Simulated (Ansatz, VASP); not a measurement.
## Au in VASP and in Ansatz

```
Au
1.0
     0.00000    2.01482    2.01482
     2.01482    0.00000    2.01482
     2.01482    2.01482    0.00000
Au
1
Cartesian
  0.0000 0.0000 0.0000
```

Change from the starting cell: strain -0.015 along x and y, -0.015 along z, atoms carried along.

Alike in both runs: task single point; functional PBEsol; k mesh 20 × 20 × 20; occupations gaussian, width 0.15 eV; no spin polarisation.

|  | VASP | Ansatz |
| --- | --- | --- |
| version | VASP 6.6.1 | Ansatz 0.2.0 |
| potentials or method | VASP PAW PBE potentials, release 64 (Au), cutoff 520 eV | scalar-relativistic, plane waves, PAW |
| valence electrons in the cell | 11 | 19 |

```tsv
	VASP	Ansatz	Ansatz less VASP
gap on the k mesh at the Fermi level (eV)	none	none	-
pressure (GPa)	7.4	7.8	+0.33
```

VASP's potentials were made for PBE, not for PBEsol. A gap of «none» marks a metal or a gap that the smearing closes. VASP's potentials hold 11 valence electrons a cell and Ansatz's 19, so a difference there can come from the potentials and not from the codes.

Spin-orbit coupling is off throughout.
